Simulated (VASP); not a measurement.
Write the native input for VASP 6.6.1 that does the following.

* Task: single point
* Functional: PBE
* Potentials or basis: VASP PAW PBE potentials, release 64 (Sn_d, Te)
* Cutoff: 520 eV
* k mesh: 11 × 11 × 11
* Occupations: fermi-dirac, width 0.08 eV
* Spin: no spin polarisation
* Dipole correction: no
* Further INCAR settings: ALGO = Normal; EDIFF = 1e-06; NBANDS = 17

The structure of SnTe lies in POSCAR:

```
SnTe
1.0
    0.0000000000      3.1565000000      3.0933700000
    3.1565000000      0.0000000000      3.0933700000
    3.1565000000      3.1565000000      0.0000000000
Sn Te
1 1
Direct
    0.0000000000      0.0000000000      0.0000000000
    0.5000000000      0.5000000000      0.5000000000
```

This cell differs from its parent crystal: zz strain of -2 %.

One way to write it, as run:

INCAR

```
SYSTEM = SnTe
PREC = Accurate ; ENCUT = 520
EDIFF = 1E-6 ; ISMEAR = -1
SIGMA = 0.08 ; LREAL = .FALSE.
LASPH = .TRUE. ; NELM = 80
ALGO = Normal ; ISIF = 2
LWAVE = .FALSE. ; LCHARG = .TRUE.
GGA = PE ; LELF = .TRUE.
LVHAR = .TRUE. ; NBANDS = 17
```

KPOINTS

```
regular mesh
0
G
  11 11 11
  0 0 0
```

Potentials or basis: VASP PAW PBE potentials, release 64 (Sn_d, Te).

Run with:

```sh
$ cat potpaw_PBE.64/Sn_d/POTCAR potpaw_PBE.64/Te/POTCAR > POTCAR
$ mpirun -np 1 vasp_std > vasp.out
```

Results of the run:

```json
{
 "Pressure": "3.1 GPa",
 "Band gap on the k mesh": "0.41 eV"
}
```

Caveat: the cell differs from its parent crystal (zz strain of -2 %); the cell stands under pressure; semilocal functionals underestimate gaps, and a narrow one can read as zero; spin-orbit coupling is left out, which moves the levels of the heavy elements.

Run time: 3.9 min on 1 thread of AMD EPYC 7R13, with other jobs on the host, peak memory 0.27 GiB.
